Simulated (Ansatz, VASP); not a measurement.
# Two plane-wave programs on Si

```
Si
1.0
     0.00000    2.71692    2.71692
     2.71692    0.00000    2.71692
     2.71692    2.71692    0.00000
Si
2
Direct
  0.75000 0.75000 0.75000
  0.50000 0.50000 0.50000
```

Alike in both runs: functional PBEsol; k mesh 8 × 8 × 8; occupations gaussian, width 0.02 eV; no spin polarisation.

Ansatz relaxed the structure, and its values are those at the end. VASP's run is a single point on that final structure, the one shown.

|  | VASP | Ansatz |
| --- | --- | --- |
| version | VASP 6.6.1 | Ansatz 0.2.0 |
| potentials or method | VASP PAW PBE potentials, release 64 (Si), cutoff 500 eV | scalar-relativistic, plane waves, PAW |
| valence electrons in the cell | 8 | 8 |

```tsv
	VASP	Ansatz	Ansatz less VASP
gap on the k mesh at the Fermi level (eV)	0.51	0.51	+0.005
least direct gap on the mesh (eV)	2.52	2.52	+0.003
pressure (GPa)	0.1	0.0	-0.11
```

VASP's potentials were made for PBE, not for PBEsol.
